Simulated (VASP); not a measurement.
Input of a VASP 6.6.1 run:

POSCAR

```
KCl
1.0
    3.8391960000      0.0000000000      0.0000000000
    0.0000000000      3.8391960000      0.0000000000
    0.0000000000      0.0000000000      3.8391960000
K Cl
1 1
Direct
    0.0000000000      0.0000000000      0.0000000000
    0.5000000000      0.5000000000      0.5000000000
```

Contents of INCAR.step1:

```
PREC = Accurate
ENCUT = 520
ISMEAR = 0
SIGMA = 0.01
LREAL = F
LASPH = T
NELM = 80
NBANDS = 15
GGA = PE
ALGO = Normal
EDIFF = 1E-4
LWAVE = T
LCHARG = F
```

File INCAR.step2:

```
PREC = Accurate
ENCUT = 520
EDIFF = 1E-6
ISMEAR = 0
SIGMA = 0.01
LREAL = F
LASPH = T
NELM = 80
ALGO = Normal
ISIF = 2
LWAVE = F
LCHARG = F
METAGGA = R2SCAN
LMIXTAU = T
NBANDS = 15
ISTART = 1
```

Contents of KPOINTS:

```
Automatic mesh
0
Gamma
  3 3 3
```

Potentials or basis: VASP PAW PBE potentials, release 64 (K_sv, Cl).

Command:

```sh
$ cat potpaw_PBE.64/K_sv/POTCAR potpaw_PBE.64/Cl/POTCAR > POTCAR
$ cp INCAR.step1 INCAR
$ mpirun -np 1 vasp_std > vasp.out
$ cp INCAR.step2 INCAR
$ mpirun -np 1 vasp_std > vasp.out
```

Q: Predict the pressure.

A: -1.0 GPa.

Q: Estimate the band gap on the k mesh.

A: 5.64 eV, indirect (least direct gap 5.75 eV).

Caveat: the k points lie up to 0.55 Å⁻¹ apart; the PAW data sets were made with another functional, which shifts forces and pressure a little. r2SCAN opens gaps a little over a GGA but as a rule still falls short of measured ones.
